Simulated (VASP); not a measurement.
# W: relaxation of cell and atoms with LDA

The system is W.

```xyz
1
Lattice="-1.5823 1.5823 1.5823 1.5823 -1.5823 1.5823 1.5823 1.5823 -1.5823" Properties=species:S:1:pos:R:3 pbc="T T T"
W     0.0000    0.0000    0.0000
```

```json
{
 "Program": "VASP 6.6.1",
 "Task": "relaxation of cell and atoms",
 "Functional": "LDA",
 "Potentials or basis": "VASP PAW LDA potentials, release 64 (W_sv)",
 "Cutoff": "600 eV",
 "k mesh": "15 × 15 × 15",
 "Occupations": "fermi-dirac, width 0.05 eV",
 "Spin": "no spin polarisation",
 "Dipole correction": "no",
 "Further INCAR settings": "ALGO = Normal; EDIFF = 1e-06; IBRION = 2; EDIFFG = -0.02; NSW = 100; ISIF = 3"
}
```

The relaxed volume is 15.51 Å³/atom, the relaxed cell is a = 2.721 Å, b = 2.721 Å, c = 2.721 Å, α = 109.47°, β = 109.47°, γ = 109.47° and the space group after relaxing (to 0.05 Å) is Im-3m (No. 229). The energy gained by relaxing is 7.3 meV/atom and the ionic steps are 4. The pressure after relaxing is 0.0 GPa. The band gap on the k mesh is zero (band 7 reaches 16.41 eV, above the bottom of band 8 at 10.34 eV).

The path:
| step | energy change (eV) | largest force (eV/Å) | pressure (GPa) | volume (Å³) |
| --- | --- | --- | --- | --- |
| 1 | 0.0000 | 0.0000 | -6.87 | 15.85 |
| 2 | 0.0979 | 0.0000 | 30.72 | 14.34 |
| 3 | -0.0073 | 0.0000 | -0.26 | 15.52 |
| 4 | -0.0073 | 0.0000 | -0.05 | 15.51 |

Final structure:
```
CELL_PARAMETERS angstrom
-1.57109 1.57109 1.57109
1.57109 -1.57109 1.57109
1.57109 1.57109 -1.57109
ATOMIC_POSITIONS crystal
W 0.00000 0.00000 0.00000
```

Levels at points of the mesh, in eV from the Fermi level:
| k point | band 4 | band 5 | band 6 | band 7 | band 8 | band 9 | band 10 | band 11 |
| --- | --- | --- | --- | --- | --- | --- | --- | --- |
| (0.00, 0.00, 0.00) | -37.49 | -9.65 | -1.29 | -1.29 | -1.29 | 2.24 | 2.24 | 14.63 |

Wall time 32 s on 1 thread of Intel(R) Xeon(R) Platinum 8259CL CPU @ 2.50GHz (Skylake/Cascade Lake), with other jobs on the host, peak memory 0.16 GiB.

Caveat: spin-orbit coupling is left out, which moves the levels of the heavy elements. Zero-point motion and thermal expansion aren't in these numbers.
